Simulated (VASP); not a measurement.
A run of VASP 6.6.1 is set up as follows.

File INCAR:

```
SYSTEM = MgO
PREC = Accurate
ENCUT = 520
EDIFF = 1E-6
ISMEAR = 0
SIGMA = 0.05
LREAL = .False.
LASPH = .True.
NELM = 60
ALGO = Normal
ISIF = 2
LWAVE = .False.
LCHARG = .True.
GGA = PE
LELF = .True.
LVHAR = .True.
NBANDS = 11
```

The input KPOINTS:

```
Automatic mesh
0
Gamma
  10 10 10
  0 0 0
```

POSCAR

```
MgO
1.0
    0.0000000000      2.2332690507      2.2332690507
    2.2332690507      0.0000000000      2.2332690507
    2.2332690507      2.2332690507      0.0000000000
Mg O
1 1
Direct
    0.0000000000      0.0000000000      0.0000000000
    0.5000000000      0.5000000000      0.5000000000
```

Potentials or basis: VASP PAW PBE potentials, release 64 (Mg, O).

Launch:

```bash
$ cat potpaw_PBE.64/Mg/POTCAR potpaw_PBE.64/O/POTCAR > POTCAR
$ mpirun -np 1 vasp_std > vasp.out
```

(1) Predict the band gap on the k mesh.

(2) What does it give for the pressure?

Answers

(1) 3.19 eV, direct.

(2) -16.9 GPa.

Caveat: the cell differs from its parent crystal (strain +0.050 along x and y, +0.050 along z).
